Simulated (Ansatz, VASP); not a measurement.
## One calculation of HgTe, two programs

```
CELL_PARAMETERS angstrom
0.00000 2.98174 3.22350
2.98174 0.00000 3.22350
2.98174 2.98174 0.00000
ATOMIC_POSITIONS crystal
Hg 0.00000 0.00000 0.00000
Te 0.75000 0.75000 0.75000
```

Change from the starting cell: strain -0.0750 x Voigt [1, 1, 0, 0, 0, 0], atoms carried along.

Alike in both runs: task single point; functional PBE; k mesh 14 × 14 × 14; occupations gaussian, width 0.15 eV; no spin polarisation.

|  | VASP | Ansatz |
| --- | --- | --- |
| version | VASP 6.6.1 | Ansatz 0.2.0 |
| potentials or method | VASP PAW PBE potentials, release 64 (Hg, Te), cutoff 520 eV | scalar-relativistic, plane waves, PAW |
| valence electrons in the cell | 18 | 36 |

```tsv
	VASP	Ansatz	Ansatz less VASP
gap on the k mesh at the Fermi level (eV)	none	none	-
pressure (GPa)	16.2	16.0	-0.20
traceless stress, the component that is largest in VASP (GPa)	-0.22	-0.22	+0.009
```

A gap of «none» marks a metal or a gap that the smearing closes. The functional is the same, so the differences come from potentials, cutoffs and numerics. VASP's potentials hold 18 valence electrons a cell and Ansatz's 36, so a difference there can come from the potentials and not from the codes.

Spin-orbit coupling is off throughout.
